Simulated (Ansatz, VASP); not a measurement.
In: VASP beside Ansatz

File INCAR:

```
  PREC = Accurate
  ENCUT = 600
  EDIFF = 1E-7
  ISMEAR = 0
  SIGMA = 0.1
  LREAL = F
  LASPH = T
  NELM = 100
  ALGO = Fast
  ISIF = 3
  LWAVE = F
  LCHARG = F
  GGA = PE
  IVDW = 12
  IBRION = 2
  NSW = 100
  EDIFFG = -0.005
```

File KPOINTS:

```
regular mesh
0
Gamma
  12 12 4
```

POSCAR

```
In
1.0
    3.3638438630      0.0000000000      0.0000000000
   -1.6819219315      2.9131742397      0.0000000000
    0.0000000000      0.0000000000     10.7997083600
In
4
Direct
    0.0000000000      0.0000000000      0.0000000000
    0.3333333300      0.6666666700      0.2500000000
    0.0000000000      0.0000000000      0.5000000000
    0.6666666700      0.3333333300      0.7500000000
```

Input for Ansatz:

```yaml
crystal:
  lattice:
    - [3.363843863, 0.0, 0.0]
    - [-1.6819219315, 2.9131742397, 0.0]
    - [0.0, 0.0, 10.79970836]
  atoms:
    - { symbol: In, position: [0.0, 0.0, 0.0] }
    - { symbol: In, position: [0.33333333, 0.66666667, 0.25] }
    - { symbol: In, position: [0.0, 0.0, 0.5] }
    - { symbol: In, position: [0.66666667, 0.33333333, 0.75] }
basis:
  ecutwfc: 420
kpoints:
  mp_grid: { grid: [12, 12, 4] }
hamiltonian:
  xc: pbe
  dispersion: d3bj
scf:
  occupations: { method: gaussian, width: 0.1 }
output:
  forces: true
  stress: true
  eigenvalues: true
  write_density: true
  write_potential: true
  elf: true
  volumetric_format: npy
relax:
  adjacent_minimum: "off"
  f_tol: 0.005
  max_steps: 80
  cell: { stress_tol: 0.05 }
```

Alike in both runs: task relaxation of cell and atoms; functional PBE; dispersion D3(BJ); k mesh 12 × 12 × 4; occupations gaussian, width 0.1 eV; no spin polarisation.

```csv
,VASP,Ansatz
version,VASP 6.6.1,Ansatz 0.2.0
potentials or method,"VASP PAW PBE potentials, release 64 (In_d), cutoff 600 eV","scalar-relativistic, plane waves, PAW"
valence electrons in the cell,52,52
```

```csv
,VASP,Ansatz,Ansatz less VASP
"gap on the k mesh at the Fermi level, each at its own relaxed structure (eV)",none,none,-
relaxed volume (Å³/atom),26.11,26.08,-0.030
relaxed cell length with the largest relative difference (Å),10.753,10.884,+0.1306
```

A gap of «none» marks a metal or a gap that the smearing closes.
